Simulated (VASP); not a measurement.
A run of VASP 6.6.1 is set up as follows.

The input INCAR:

```
SYSTEM = KNd2Sb3
PREC     = Accurate       ! precision mode
ENCUT    = 500            ! plane-wave cutoff, eV
EDIFF    = 1E-6           ! SCF threshold, eV
ISMEAR   = 0              ! smearing method
SIGMA    = 0.2            ! smearing width, eV
LREAL    = .False.        ! projectors in reciprocal space
LASPH    = .True.         ! aspherical terms in the spheres
NELM     = 200            ! most SCF steps
ALGO     = Normal         ! electronic algorithm
ISIF     = 2              ! what is computed and relaxed
LWAVE    = .False.        ! write WAVECAR
LCHARG   = .False.        ! write CHGCAR
GGA      = PE             ! functional
NBANDS   = 32             ! bands
GGA_COMPAT= .False.      
LMAXMIX  = 6              ! l up to which the mixer works
```

The input KPOINTS:

```
Automatic mesh
0
Gamma
  4 4 2
  0 0 0
```

The input POSCAR:

```
KNd2Sb3
1.0
    4.6312146431      0.0000000000      0.0000000000
    0.0000000000      4.6312146431      0.0000000000
    0.0000000000      0.0000000000      8.8034093507
K Nd Sb
1 2 3
Direct
    0.5000000000      0.5000000000      0.0000000000
    0.5000000000      0.0000000000      0.6726570190
    0.0000000000      0.5000000000      0.3273429810
    0.5000000000      0.0000000000      0.3174632251
    0.0000000000      0.5000000000      0.6825367749
    0.0000000000      0.0000000000      0.0000000000
```

Potentials or basis: VASP PAW PBE potentials, release 64 (K_sv, Nd_3, Sb), 4f in core.

Command:

```console
$ cat potpaw_PBE.64/K_sv/POTCAR potpaw_PBE.64/Nd_3/POTCAR potpaw_PBE.64/Sb/POTCAR > POTCAR
$ mpirun -np 1 vasp_std > vasp.out
```

(1) What does it give for the largest force?

(2) Estimate the pressure.

Answers

(1) 0.092 eV/Å.

(2) 0.1 GPa.
